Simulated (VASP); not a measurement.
SnTe: electric field gradients with PBE

Crystal: SnTe.

```
CELL_PARAMETERS angstrom
0.00000 3.18259 3.18259
3.18259 0.00000 3.18259
3.18259 3.18259 0.00000
ATOMIC_POSITIONS crystal
Sn 0.00000 0.00000 0.00000
Te 0.50000 0.50000 0.50000
```

This cell differs from its parent crystal: volume scaled by 1.025.

* Program: VASP 6.6.1
* Task: electric field gradients
* Functional: PBE
* Potentials or basis: VASP PAW PBE potentials, release 64 (Sn_d, Te)
* Cutoff: 520 eV
* k mesh: 11 × 11 × 11
* Occupations: fermi-dirac, width 0.08 eV
* Spin: no spin polarisation
* Dipole correction: no
* Further INCAR settings: ALGO = Normal; EDIFF = 1e-08; NBANDS = 17

```yaml
Pressure: 0.9 GPa
```

Levels at points of the mesh, in eV from the Fermi level:
```tsv
k point	band 8	band 9	band 10	band 11	band 12	band 13
(0.00, 0.00, 0.00)	-2.08	-2.08	-2.08	3.27	3.27	3.27
```

Wall time 26 s on 1 thread of Intel(R) Xeon(R) 6975P-C (Granite Rapids), on a shared host, peak memory 0.23 GiB.

Caveat: this odd mesh misses L, where the gap lies, so gap, dielectric constants and Born charges aren't listed; without QUAD_EFG the Cq values of the log hold for a quadrupole moment of 1 mb, not for the nuclei; spin-orbit coupling is left out, which moves the levels of the heavy elements.
